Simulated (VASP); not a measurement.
# KTaO3 in VASP: notebook

KTaO3 is run at these levels: PBEsol; tasks: single point.

Everything below comes from runs of VASP 6.6.1. Logs are shortened: lines on timing, memory, paths and dates and some standing lists are left out, and cuts for length are marked.

## 1. The cell of the first run

It takes space group Pm-3m (No. 221, cubic). Conventional cell: a = 4.055 Å, b = 4.055 Å, c = 4.055 Å, α = 90.00°, β = 90.00°, γ = 90.00°. K (site symmetry m-3m) has 12 O at 2.87 Å and 8 Ta at 3.51 Å within 3.8 Å. Ta (site symmetry m-3m) has 6 O at 2.03 Å within 2.7 Å. Within 2.7 Å of O (site symmetry 4/mmm) lie 2 Ta at 2.03 Å.

## 2. Single point, PBEsol (volume 13.335 Å^3 an atom, c/a of the conventional cell 1.0000)

INCAR reads:

```
SYSTEM = KTaO3
PREC = Accurate
ENCUT = 520
EDIFF = 1E-6
ISMEAR = 0
SIGMA = 0.05
LREAL = .FALSE.
LASPH = .TRUE.
NELM = 100
ALGO = Normal
ISIF = 2
LWAVE = .FALSE.
LCHARG = .FALSE.
GGA = PS
NBANDS = 27
```

KPOINTS reads:

```
Automatic mesh
0
G
  8 8 8
  0 0 0
```

POSCAR reads:

```
KTaO3
1.0
    4.0549702734      0.0000000000      0.0000000000
    0.0000000000      4.0549702734      0.0000000000
    0.0000000000      0.0000000000      4.0549702734
K Ta O
1 1 3
Direct
    0.5000000000      0.5000000000      0.5000000000
    0.0000000000      0.0000000000      0.0000000000
    0.5000000000      0.0000000000      0.0000000000
    0.0000000000      0.5000000000      0.0000000000
    0.0000000000      0.0000000000      0.5000000000
```

Potentials or basis: VASP PAW PBE potentials, release 64 (K_sv, Ta_pv, O).

Command:

```console
cat potpaw_PBE.64/K_sv/POTCAR potpaw_PBE.64/Ta_pv/POTCAR potpaw_PBE.64/O/POTCAR > POTCAR
mpirun -np 1 vasp_std > vasp.out
```

OUTCAR:

```text
SYSTEM = KTaO3
   PREC = Accurate
   ENCUT = 520
   EDIFF = 1E-6
   ISMEAR = 0
   LREAL = .FALSE.
   LASPH = .TRUE.
   NELM = 100
   ISIF = 2
   GGA = PS

 ion  position               nearest neighbor table
   1  0.500  0.500  0.500-   3 2.87   4 2.87   5 2.87   3 2.87   4 2.87   3 2.87   5 2.87   3 2.87
                             4 2.87   5 2.87   4 2.87   5 2.87   2 3.51   2 3.51   2 3.51   2 3.51
   2  0.000  0.000  0.000-   3 2.03   4 2.03   5 2.03   5 2.03   4 2.03   3 2.03   1 3.51   1 3.51
                             1 3.51   1 3.51   1 3.51   1 3.51   1 3.51   1 3.51
   3  0.500  0.000  0.000-   2 2.03   2 2.03   1 2.87   1 2.87   1 2.87   1 2.87
   4  0.000  0.500  0.000-   2 2.03   2 2.03   1 2.87   1 2.87   1 2.87   1 2.87
   5  0.000  0.000  0.500-   2 2.03   2 2.03   1 2.87   1 2.87   1 2.87   1 2.87

  LATTYP: Found a simple cubic cell.
 ALAT       =     4.0549702734

  Lattice vectors:

 A1 = (   4.0549702734,   0.0000000000,   0.0000000000)
 A2 = (   0.0000000000,   4.0549702734,   0.0000000000)
 A3 = (   0.0000000000,   0.0000000000,   4.0549702734)

Analysis of symmetry for initial positions (statically):
=====================================================================
 Subroutine PRICEL returns:
 Original cell was already a primitive cell.

 Routine SETGRP: Setting up the symmetry group for a
 simple cubic supercell.

 Subroutine GETGRP returns: Found 48 space group operations
 (whereof 48 operations were pure point group operations)
 out of a pool of 48 trial point group operations.

The static configuration has the point symmetry O_h .

Analysis of symmetry for dynamics (positions and initial velocities):
=====================================================================
 Subroutine PRICEL returns:
 Original cell was already a primitive cell.

 Routine SETGRP: Setting up the symmetry group for a
 simple cubic supercell.

 Subroutine GETGRP returns: Found 48 space group operations
 (whereof 48 operations were pure point group operations)
 out of a pool of 48 trial point group operations.

The dynamic configuration has the point symmetry O_h .

 Subroutine INISYM returns: Found 48 space group operations
 (whereof 48 operations are pure point group operations),
 and found     1 'primitive' translations

----------------------------------------------------------------------------------------
[... 93 lines left out ...]
   ISPIN  =      1    spin polarized calculation?
   LNONCOLLINEAR =      F non collinear calculations
   LSORBIT =      F    spin-orbit coupling
   LASPH  =      T    aspherical Exc in radial PAW
   ENCUT  =  520.0 eV  38.22 Ry    6.18 a.u.   7.54  7.54  7.54*2*pi/ulx,y,z
   NELM   =    100;   NELMIN=  2; NELMDL= -5     # of ELM steps
   EDIFF  = 0.1E-05   stopping-criterion for ELM
   LREAL  =      F    real-space projection
   EDIFFG = 0.1E-04   stopping-criterion for IOM
   NSW    =      0    number of steps for IOM
   IBRION =     -1    ionic relax: 0-MD 1-quasi-New 2-CG
   NFREE  =      0    steps in history (QN), initial steepest desc. (CG)
   ISIF   =      2    stress and relaxation
   ISYM   =      2    0-nonsym 1-usesym 2-fastsym
   POTIM  = 0.5000    time-step for ionic-motion
   TEBEG  =    0.0;   TEEND  =   0.0 temperature during run
   PSTRESS=    0.0 pullay stress
   NELECT =      38.0000    total number of electrons
   NUPDOWN=      -1.0000    fix difference up-down
   EMIN   =  10.00;   EMAX   =-10.00  energy-range for DOS
   EFERMI =   0.00;   METHOD = LEGACY
   ISMEAR =     0;   SIGMA  =   0.05  broadening in eV -4-tet -1-fermi 0-gaus
   EFERMI_NEDOS =   21; number of points for ismear=-14 and -15
   IALGO  =     38    algorithm
   IMIX   =      4    mixing-type and parameters
     AMIX     =   0.40;   BMIX     =  1.00
     AMIX_MAG =   1.60;   BMIX_MAG =  1.00
  volume/ion in A,a.u.               =      13.34        89.99
  Fermi-wavevector in a.u.,A,eV,Ry     =   1.357318  2.564960 25.066188  1.842313
  Thomas-Fermi vector in A             =   2.484247
   LORBIT       =      0    0 simple, 1 ext, 2 COOP (PROOUT), +10 PAW based schemes
   GGA     = PS    functional components
   LHFCALC =     F    Hartree Fock is set to
   AEXX    =    0.0000 exact exchange contribution
   IVDW    =     0    specifies the selected vdW correction
   LEPSILON=     F    determine dielectric tensor
   LRPA    =     F    only Hartree local field effects (RPA)
 non-spin polarized calculation
 Gauss-broadening in eV      SIGMA  =   0.05
  energy-cutoff  :      520.00
  volume of cell :       66.68
 maximum number of plane-waves:      1856
   NGX = 15   NGY = 15   NGZ = 15

 number of electron      37.9999984 magnetization

 Free energy of the ion-electron system (eV)
  ---------------------------------------------------
  ext. energy  EPLUGINS =         0.00000000
  ---------------------------------------------------
  free energy    TOTEN  =       -42.83451203 eV

  energy without entropy =      -42.83451203  energy(sigma->0) =      -42.83451203

 E-fermi :   1.6365     XC(G=0): -10.8787

 val. band max:        1.3298398477   @ k =   0.5000   0.5000   0.5000
 cond. band min:       3.3106226776   @ k =   0.0000   0.0000   0.0000
 fundamental gap:      1.9807828299
 Fermi energy:         1.6364987602

 k-point     1 :       0.0000    0.0000    0.0000
  band No.  band energies     occupation
      1     -32.9549      2.00000
      2     -32.9549      2.00000
      3     -32.9549      2.00000
      4     -25.8306      2.00000
      5     -15.9742      2.00000
      6     -15.2654      2.00000
[... 709 lines left out ...]
     26      11.7494      0.00000
     27      11.7973      0.00000

 [... further k-points ...]
[... 5 lines left out ...]
  --------------------------------------------------------------------------------------
  -------------------------------------------------------------------------------------
  Total       -3.6749849     -3.6749849     -3.6749849      0.0000000      0.0000000     -0.0000000
  in kB      -88.3086232    -88.3086232    -88.3086232      0.0000000      0.0000000     -0.0000000
  external PRESSURE =     -88.3086232 kB  Pullay stress =       0.0000000 kB

 VOLUME and BASIS-vectors are now :
 -----------------------------------------------------------------------------
  energy-cutoff  :      520.00
  volume of cell :       66.68
      direct lattice vectors                 reciprocal lattice vectors
     4.054970273  0.000000000  0.000000000     0.246610932  0.000000000  0.000000000
     0.000000000  4.054970273  0.000000000     0.000000000  0.246610932  0.000000000
     0.000000000  0.000000000  4.054970273     0.000000000  0.000000000  0.246610932

 POSITION                                       TOTAL-FORCE (eV/Angst)
 -----------------------------------------------------------------------------------
      2.02749      2.02749      2.02749         0.000000      0.000000      0.000000
      0.00000      0.00000      0.00000         0.000000      0.000000      0.000000
      2.02749      0.00000      0.00000         0.000000      0.000000      0.000000
      0.00000      2.02749      0.00000         0.000000      0.000000      0.000000
      0.00000      0.00000      2.02749         0.000000      0.000000      0.000000
 -----------------------------------------------------------------------------------
    total drift:                                0.000000     -0.000000      0.000000

  FREE ENERGIE OF THE ION-ELECTRON SYSTEM (eV)
  ---------------------------------------------------
  free  energy   TOTEN  =       -42.8345120330 eV

  energy  without entropy=      -42.8345120330  energy(sigma->0) =      -42.83451203
```

Run time: 76 s. Hardware: 1 thread of Intel Xeon Platinum 8259CL at 2.50GHz (Skylake/Cascade Lake), shared host; peak memory 0.2 GiB.

Results:

| Property | Result |
| --- | --- |
| Free energy | -42.8345 eV |
| Pressure | -8.8 GPa |
| Band gap on the k mesh | 1.98 eV, indirect (least direct gap 2.62 eV) |

Levels at points of the mesh, in eV from the valence-band top:
```
           k point  band 15  band 16  band 17  band 18  band 19  band 20  band 21  band 22  band 23  band 24
(0.00, 0.00, 0.00)    -1.00    -1.00    -0.64    -0.64    -0.64     1.98     1.98     1.98     6.06     6.19
(0.50, 0.00, 0.00)    -2.34    -2.08    -1.43    -0.85    -0.85     2.12     4.66     4.66     6.23     7.73
(0.50, 0.50, 0.00)    -2.70    -1.75    -1.39    -1.39    -0.04     4.70     4.70     5.90     7.00     9.83
(0.50, 0.50, 0.50)    -3.79    -3.79     0.00     0.00     0.00     6.01     6.01     6.01     8.66     8.66
```

Caveat: the PAW data sets were made with another functional, which shifts forces and pressure a little; spin-orbit coupling is left out, which moves the levels of the heavy elements.

## 3. Single point, PBEsol (volume 13.673 Å^3 an atom, c/a of the conventional cell 1.0000)

INCAR reads:

```
PREC     = Accurate       # precision mode
ENCUT    = 520            # plane-wave cutoff, eV
EDIFF    = 1E-7           # SCF threshold, eV
ISMEAR   = 0              # smearing method
SIGMA    = 0.05           # smearing width, eV
LREAL    = F              # projectors in reciprocal space
LASPH    = T              # aspherical terms in the spheres
NELM     = 80             # most SCF steps
ALGO     = Normal         # electronic algorithm
ISIF     = 2              # what is computed and relaxed
LWAVE    = F              # write WAVECAR
LCHARG   = F              # write CHGCAR
GGA      = PS             # functional
NBANDS   = 27             # bands
```

KPOINTS reads:

```
regular mesh
0
Gamma
  8 8 8
```

POSCAR, as its differences from that of step 2:

```diff
@@ -2,5 +2,5 @@
 1.0
-    4.0549702734      0.0000000000      0.0000000000
-    0.0000000000      4.0549702734      0.0000000000
-    0.0000000000      0.0000000000      4.0549702734
+    4.0889450355      0.0000000000      0.0000000000
+    0.0000000000      4.0889450355      0.0000000000
+    0.0000000000      0.0000000000      4.0889450355
 K Ta O
```

Potentials or basis: VASP PAW PBE potentials, release 64 (K_sv, Ta_pv, O).

Command:

```console
cat potpaw_PBE.64/K_sv/POTCAR potpaw_PBE.64/Ta_pv/POTCAR potpaw_PBE.64/O/POTCAR > POTCAR
mpirun -np 1 vasp_std > vasp.out
```

Wall time 87 s (1 thread of Intel Xeon Platinum 8259CL at 2.50GHz (Skylake/Cascade Lake), shared host); peak memory 0.21 GiB.

Results (log left out):

```yaml
Free_energy: -42.7225 eV
Pressure: -12.7 GPa
Band_gap_on_the_k_mesh: 1.93 eV, indirect (least direct gap 2.57 eV)
```

Levels at points of the mesh, in eV from the valence-band top:
| k point | band 15 | band 16 | band 17 | band 18 | band 19 | band 20 | band 21 | band 22 | band 23 | band 24 |
| --- | --- | --- | --- | --- | --- | --- | --- | --- | --- | --- |
| (0.00, 0.00, 0.00) | -0.96 | -0.96 | -0.64 | -0.64 | -0.64 | 1.93 | 1.93 | 1.93 | 5.87 | 5.92 |
| (0.50, 0.00, 0.00) | -2.33 | -2.02 | -1.37 | -0.84 | -0.84 | 2.06 | 4.50 | 4.50 | 5.95 | 7.40 |
| (0.50, 0.50, 0.00) | -2.62 | -1.79 | -1.36 | -1.36 | -0.03 | 4.54 | 4.54 | 5.70 | 6.70 | 9.73 |
| (0.50, 0.50, 0.50) | -3.70 | -3.70 | 0.00 | 0.00 | 0.00 | 5.80 | 5.80 | 5.80 | 8.58 | 8.58 |

Caveat: the PAW data sets were made with another functional, which shifts forces and pressure a little; spin-orbit coupling is left out, which moves the levels of the heavy elements. A k mesh can miss the band edges.

## 4. Single point, PBEsol (volume 11.647 Å^3 an atom, c/a of the conventional cell 0.9606)

INCAR reads:

```
SYSTEM = KTaO3
PREC = Accurate
ENCUT = 520
EDIFF = 1E-6
ISMEAR = 0
SIGMA = 0.05
LREAL = .False.
LASPH = .True.
NELM = 100
ALGO = Normal
ISIF = 2
LWAVE = .False.
LCHARG = .True.
GGA = PS
LELF = .True.
LVHAR = .True.
NBANDS = 27
```

KPOINTS reads:

```
Automatic mesh
0
Gamma
  8 8 8
  0 0 0
```

POSCAR, as its differences from that of step 3:

```diff
@@ -2,5 +2,5 @@
 1.0
-    4.0889450355      0.0000000000      0.0000000000
-    0.0000000000      4.0889450355      0.0000000000
-    0.0000000000      0.0000000000      4.0889450355
+    3.9283830862      0.0000000000      0.0000000000
+    0.0000000000      3.9283830862      0.0000000000
+    0.0000000000      0.0000000000      3.7736047926
 K Ta O
```

Command:

```console
cat potpaw_PBE.64/K_sv/POTCAR potpaw_PBE.64/Ta_pv/POTCAR potpaw_PBE.64/O/POTCAR > POTCAR
mpirun -np 1 vasp_std > vasp.out
```

Wall time 2.3 min (1 thread of Intel Xeon Platinum 8259CL at 2.50GHz (Skylake/Cascade Lake), shared host); peak memory 0.25 GiB.

Results (log left out):

| Quantity | Value |
| --- | --- |
| Free energy | -42.4782 eV |
| Pressure | 22.3 GPa |
| Band gap on the k mesh | 2.18 eV, indirect (least direct gap 2.69 eV) |

Stress tensor (GPa, compression positive):
```
14.85  0.00  0.00
 0.00 14.85  0.00
 0.00  0.00 37.33
```

Levels at points of the mesh, in eV from the valence-band top:
```tsv
k point	band 15	band 16	band 17	band 18	band 19	band 20	band 21	band 22	band 23	band 24
(0.00, 0.00, 0.00)	-1.31	-1.08	-0.60	-0.60	-0.52	2.18	2.25	2.25	6.97	7.40
(0.50, 0.00, 0.00)	-2.49	-2.20	-1.80	-0.89	-0.77	2.43	5.35	5.35	7.81	9.33
(0.50, 0.50, 0.00)	-2.98	-1.87	-1.87	-1.38	-0.07	5.39	5.39	6.74	9.44	10.26
(0.00, 0.00, 0.50)	-2.37	-2.28	-1.75	-0.82	-0.82	2.43	5.95	5.95	7.46	9.32
(0.50, 0.00, 0.50)	-3.08	-1.50	-1.46	-1.42	-0.09	5.41	5.99	7.19	8.39	10.43
(0.50, 0.50, 0.50)	-4.43	-3.92	-0.03	-0.03	0.00	6.97	7.40	7.40	8.81	9.10
```

Caveat: the PAW data sets were made with another functional, which shifts forces and pressure a little; spin-orbit coupling is left out, which moves the levels of the heavy elements.

(Continued in part 2 of 2.)
